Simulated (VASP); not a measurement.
# Sr (P6_3/mmc) in VASP: further runs, part 2 of 2

VASP 6.6.1. Earlier steps stand in the parts before.

## 3. Single point, PBEsol (volume scaled by 0.45)

File INCAR:

```
ALGO = Normal
EDIFF = 1E-6
ENCUT = 520
GGA = PS
ISIF = 2
ISMEAR = -1
LASPH = T
LCHARG = F
LREAL = F
LWAVE = F
NBANDS = 17
NELM = 100
PREC = Accurate
SIGMA = 0.1
```

File KPOINTS:

```
k-points
0
Gamma
  12 12 6
```

File POSCAR:

```
Sr
1.0
    3.2758500644      0.0000000000      0.0000000000
   -1.6379250322      2.8369693748      0.0000000000
    0.0000000000      0.0000000000      5.0751079862
Sr
2
Direct
    0.3333333333      0.6666666667      0.2500000000
    0.6666666667      0.3333333333      0.7500000000
```

Potentials or basis: VASP PAW PBE potentials, release 64 (Sr_sv).

On the command line:

```sh
$ cat potpaw_PBE.64/Sr_sv/POTCAR > POTCAR
$ mpirun -np 1 vasp_std > vasp.out
```

OUTCAR:

```text
EDIFF = 1E-6
   ENCUT = 520
   GGA = PS
   ISIF = 2
   ISMEAR = -1
   LASPH = T
   LREAL = F
   NELM = 100
   PREC = Accurate

 ion  position               nearest neighbor table
   1  0.333  0.667  0.250-   2 3.16   2 3.16   2 3.16   2 3.16   2 3.16   2 3.16   2 4.55   2 4.55
                             2 4.55   2 4.55   2 4.55   2 4.55
   2  0.667  0.333  0.750-   1 3.16   1 3.16   1 3.16   1 3.16   1 3.16   1 3.16   1 4.55   1 4.55
                             1 4.55   1 4.55   1 4.55   1 4.55

  LATTYP: Found a hexagonal cell.
 ALAT       =     3.2758500644
 C/A-ratio  =     1.5492491678

  Lattice vectors:

 A1 = (   3.2758500644,   0.0000000000,   0.0000000000)
 A2 = (  -1.6379250322,   2.8369693748,   0.0000000000)
 A3 = (   0.0000000000,   0.0000000000,   5.0751079862)

Analysis of symmetry for initial positions (statically):
=====================================================================
 Subroutine PRICEL returns:
 Original cell was already a primitive cell.

 Routine SETGRP: Setting up the symmetry group for a
 hexagonal supercell.

 Subroutine GETGRP returns: Found 24 space group operations
[... 165 lines left out ...]

 E-fermi :   5.3749     XC(G=0): -10.6362

 val. band max:        5.3517241068   @ k =   0.1667   0.1667   0.0000
 cond. band min:       5.3785990617   @ k =   0.3333  -0.0000   0.0000
 fundamental gap:      0.0268749549
 Fermi energy:         5.3749408192

 k-point     1 :       0.0000    0.0000    0.0000
  band No.  band energies     occupation
      1     -30.3399      2.00000
      2     -29.7925      2.00000
      3     -13.7161      2.00000
      4     -11.5256      2.00000
      5     -11.5256      2.00000
      6     -11.1434      2.00000
[... 457 lines left out ...]
      4     -12.6968      2.00000
      5     -12.4475      2.00000
      6     -11.9020      2.00000
[... 9 lines left out ...]
     16      11.7308      0.00000
     17      12.1763      0.00000

 [... further k-points ...]

------------------------ aborting loop because EDIFF is reached ----------------------------------------

  FORCE on cell =-STRESS in cart. coord.  units (eV):
  Direction    XX          YY          ZZ          XY          YZ          ZX
  --------------------------------------------------------------------------------------
  -------------------------------------------------------------------------------------
  Total        8.3583217      8.3583217      8.3682336      0.0000000      0.0000000      0.0000000
  in kB      283.9263585    283.9263585    284.2630604      0.0000000      0.0000000      0.0000000
  external PRESSURE =     284.0385925 kB  Pullay stress =       0.0000000 kB

 VOLUME and BASIS-vectors are now :
 -----------------------------------------------------------------------------
  energy-cutoff  :      520.00
  volume of cell :       47.17
      direct lattice vectors                 reciprocal lattice vectors
     3.275850064  0.000000000  0.000000000     0.305264277  0.176244412  0.000000000
    -1.637925032  2.836969375  0.000000000     0.000000000  0.352488824  0.000000000
     0.000000000  0.000000000  5.075107986     0.000000000  0.000000000  0.197040142

 POSITION                                       TOTAL-FORCE (eV/Angst)
 -----------------------------------------------------------------------------------
     -0.00000      1.89131      1.26878         0.000000      0.000000      0.000000
      1.63793      0.94566      3.80633        -0.000000      0.000000      0.000000
 -----------------------------------------------------------------------------------
    total drift:                               -0.000000      0.000000     -0.000000

  FREE ENERGIE OF THE ION-ELECTRON SYSTEM (eV)
  ---------------------------------------------------
  free  energy   TOTEN  =        -0.5809408591 eV

  energy  without entropy=       -0.5376596797  energy(sigma->0) =       -0.55930027
```

OSZICAR:

```text
N       E                     dE             d eps       ncg     rms          rms(c)
DAV:   1     0.101480550601E+03    0.10148E+03   -0.10576E+04  2592   0.112E+03
DAV:   2     0.487012242440E+01   -0.96610E+02   -0.94703E+02  3489   0.244E+02
DAV:   3    -0.598822896230E+00   -0.54689E+01   -0.54383E+01  4000   0.449E+01
DAV:   4    -0.750064569244E+00   -0.15124E+00   -0.15119E+00  3329   0.605E+00
DAV:   5    -0.754484132153E+00   -0.44196E-02   -0.44195E-02  3550   0.687E-01    0.273E+01
DAV:   6    -0.618358158728E+00    0.13613E+00   -0.11920E-01  4183   0.195E+00    0.161E+01
DAV:   7    -0.581273153562E+00    0.37085E-01   -0.21983E-01  4725   0.223E+00    0.116E+00
DAV:   8    -0.580915379403E+00    0.35777E-03   -0.10322E-02  2910   0.695E-01    0.236E-01
DAV:   9    -0.580949133326E+00   -0.33754E-04   -0.59367E-04  4000   0.168E-01    0.706E-02
DAV:  10    -0.580940840627E+00    0.82927E-05   -0.28034E-05  3930   0.419E-02    0.150E-02
DAV:  11    -0.580940859071E+00   -0.18444E-07   -0.14568E-06  2263   0.914E-03
   1 F= -.58094086E+00 E0= -.55930027E+00  d E =-.432812E-01
```

It took 15 s on 1 thread of Intel Xeon 6975P-C (Granite Rapids), shared host; peak memory 0.19 GiB.

Results:

```yaml
Free_energy: -0.5809 eV
Pressure: 28.4 GPa
Band_gap_on_the_k_mesh: zero (band 10 reaches 6.08 eV, above the bottom of band 11 at 4.58 eV)
```

Caveat: the PAW data sets were made with another functional, which shifts forces and pressure a little.

## 4. Single point, PBEsol (volume scaled by 0.55)

File INCAR:

```
SYSTEM = Sr
ALGO = Normal
EDIFF = 1E-6
ENCUT = 520
GGA = PS
ISIF = 2
ISMEAR = -1
LASPH = .True.
LCHARG = .False.
LREAL = .False.
LWAVE = .False.
NBANDS = 17
NELM = 60
PREC = Accurate
SIGMA = 0.1
```

File KPOINTS:

```
k-points
0
Gamma
  12 12 6
  0 0 0
```

File POSCAR:

```
Sr
1.0
    3.4373370688      0.0000000000      0.0000000000
   -1.7186685344      2.9768212230      0.0000000000
    0.0000000000      0.0000000000      5.6337718022
Sr
2
Direct
    0.3333333333      0.6666666667      0.2500000000
    0.6666666667      0.3333333333      0.7500000000
```

On the command line:

```sh
$ cat potpaw_PBE.64/Sr_sv/POTCAR > POTCAR
$ mpirun -np 1 vasp_std > vasp.out
```

Run time: 25 s. Hardware: 1 thread of Intel Xeon 6975P-C (Granite Rapids), shared host; peak memory 0.21 GiB.

It converged, with:

```
Free energy            : -2.0273 eV
Pressure               : 16.8 GPa
Band gap on the k mesh : zero (band 10 reaches 4.65 eV, above the bottom of band 11 at 3.57 eV)
```

Stress tensor (GPa, compression positive):
```
16.83  0.00  0.00
 0.00 16.83  0.00
 0.00  0.00 16.67
```

Levels at points of the mesh, in eV from the Fermi level:
```csv
k point,band 8,band 9,band 10,band 11,band 12,band 13
"(0.00, 0.00, 0.00)",-16.89,-4.09,-1.47,2.24,2.98,3.00
"(0.50, 0.00, 0.00)",-17.07,-0.93,-0.91,-0.58,1.45,2.49
"(0.00, 0.00, 0.50)",-16.98,-2.43,-2.43,1.75,1.75,2.99
"(0.50, 0.00, 0.50)",-17.24,-1.33,-1.33,0.68,0.68,3.02
```

Caveat: the PAW data sets were made with another functional, which shifts forces and pressure a little.

## 5. Single point, PBEsol (volume scaled by 0.65)

File INCAR:

```
  PREC = Accurate
  ENCUT = 520
  EDIFF = 1E-7
  ISMEAR = -1
  SIGMA = 0.1
  LREAL = F
  LASPH = T
  NELM = 100
  ALGO = Normal
  ISIF = 2
  LWAVE = F
  LCHARG = F
  GGA = PS
  NBANDS = 17
```

File KPOINTS:

```
regular mesh
0
Gamma
  12 12 6
```

File POSCAR:

```
Sr
1.0
    3.6274285960      0.0000000000      0.0000000000
   -1.8137142980      3.1414453145      0.0000000000
    0.0000000000      0.0000000000      5.9785575949
Sr
2
Direct
    0.3333333333      0.6666666667      0.2500000000
    0.6666666667      0.3333333333      0.7500000000
```

Potentials or basis: VASP PAW PBE potentials, release 64 (Sr_sv).

On the command line:

```sh
$ cat potpaw_PBE.64/Sr_sv/POTCAR > POTCAR
$ mpirun -np 1 vasp_std > vasp.out
```

OUTCAR:

```text
PREC = Accurate
   ENCUT = 520
   EDIFF = 1E-7
   ISMEAR = -1
   LREAL = F
   LASPH = T
   NELM = 100
   ISIF = 2
   GGA = PS

 ion  position               nearest neighbor table
   1  0.333  0.667  0.250-   2 3.65   2 3.65   2 3.65   2 3.65   2 3.65   2 3.65
   2  0.667  0.333  0.750-   1 3.65   1 3.65   1 3.65   1 3.65   1 3.65   1 3.65

  LATTYP: Found a hexagonal cell.
 ALAT       =     3.6274285960
 C/A-ratio  =     1.6481530750

  Lattice vectors:

[... 668 lines left out ...]

------------------------ aborting loop because EDIFF is reached ----------------------------------------

  FORCE on cell =-STRESS in cart. coord.  units (eV):
  Direction    XX          YY          ZZ          XY          YZ          ZX
  --------------------------------------------------------------------------------------
  -------------------------------------------------------------------------------------
  Total        4.0963462      4.0963462      4.1685255      0.0000000      0.0000000      0.0000000
  in kB       96.3346330     96.3346330     98.0320871      0.0000000      0.0000000      0.0000000
  external PRESSURE =      96.9004510 kB  Pullay stress =       0.0000000 kB

 VOLUME and BASIS-vectors are now :
 -----------------------------------------------------------------------------
  energy-cutoff  :      520.00
  volume of cell :       68.13
      direct lattice vectors                 reciprocal lattice vectors
     3.627428596  0.000000000  0.000000000     0.275677377  0.159162408  0.000000000
    -1.813714298  3.141445314  0.000000000     0.000000000  0.318324815  0.000000000
     0.000000000  0.000000000  5.978557595     0.000000000  0.000000000  0.167264425

 POSITION                                       TOTAL-FORCE (eV/Angst)
 -----------------------------------------------------------------------------------
     -0.00000      2.09430      1.49464         0.000000      0.000000      0.000000
      1.81371      1.04715      4.48392        -0.000000     -0.000000     -0.000000
 -----------------------------------------------------------------------------------
    total drift:                               -0.000000      0.000000     -0.000000

  FREE ENERGIE OF THE ION-ELECTRON SYSTEM (eV)
  ---------------------------------------------------
  free  energy   TOTEN  =        -2.8738085893 eV

  energy  without entropy=       -2.8048570894  energy(sigma->0) =       -2.83933284
```

OSZICAR:

```text
N       E                     dE             d eps       ncg     rms          rms(c)
DAV:   1     0.100972041686E+03    0.10097E+03   -0.10033E+04  2592   0.106E+03
DAV:   2     0.406815872972E+01   -0.96904E+02   -0.95143E+02  3348   0.234E+02
DAV:   3    -0.283874325369E+01   -0.69069E+01   -0.68840E+01  4675   0.456E+01
DAV:   4    -0.292328056886E+01   -0.84537E-01   -0.84497E-01  3238   0.478E+00
DAV:   5    -0.292515278587E+01   -0.18722E-02   -0.18721E-02  3943   0.488E-01    0.215E+01
DAV:   6    -0.289011959418E+01    0.35033E-01   -0.20979E-02  4495   0.897E-01    0.127E+01
DAV:   7    -0.287348504028E+01    0.16635E-01   -0.47456E-02  4770   0.123E+00    0.260E-01
DAV:   8    -0.287378543839E+01   -0.30040E-03   -0.11013E-03  3155   0.198E-01    0.142E-01
DAV:   9    -0.287381007561E+01   -0.24637E-04   -0.90065E-05  4063   0.760E-02    0.365E-02
DAV:  10    -0.287380824586E+01    0.18298E-05   -0.54525E-06  4107   0.107E-02    0.137E-02
DAV:  11    -0.287380863075E+01   -0.38490E-06   -0.53466E-07  3889   0.549E-03    0.152E-03
DAV:  12    -0.287380858932E+01    0.41433E-07   -0.20910E-08  1913   0.941E-04
   1 F= -.28738086E+01 E0= -.28393328E+01  d E =-.689515E-01
```

It took 29 s on 1 thread of Intel Xeon 6975P-C (Granite Rapids), shared host; peak memory 0.23 GiB.

What came out:

- Free energy: -2.8738 eV
- Pressure: 9.7 GPa
- Band gap on the k mesh: zero (band 10 reaches 3.60 eV, above the bottom of band 11 at 2.96 eV)

Stress tensor (GPa, compression positive):
```
9.63 0.00 0.00
0.00 9.63 0.00
0.00 0.00 9.80
```

Caveat: the PAW data sets were made with another functional, which shifts forces and pressure a little.

## 6. Summary

```tsv
cell	gap on the mesh (eV)	pressure (GPa)
a = 3.200, b = 3.200, c = 4.728 Å, angles 90.0, 90.0, 120.0°, 2 atoms	none	37.6
a = 3.276, b = 3.276, c = 5.075 Å, angles 90.0, 90.0, 120.0°, 2 atoms	none	28.4
a = 3.437, b = 3.437, c = 5.634 Å, angles 90.0, 90.0, 120.0°, 2 atoms	none	16.8
a = 3.627, b = 3.627, c = 5.979 Å, angles 90.0, 90.0, 120.0°, 2 atoms	none	9.7
```

Alike in all rows: task single point; level PBEsol; potentials or basis VASP PAW PBE potentials, release 64 (Sr_sv); no spin polarisation; k mesh 12 × 12 × 6; cutoff (eV) 520; smearing fermi-dirac 0.1 eV.

Caveats: the PAW data sets were made with another functional, which shifts forces and pressure a little.

Total energies depend on the potentials used, so only differences within one code and one set of settings carry meaning.
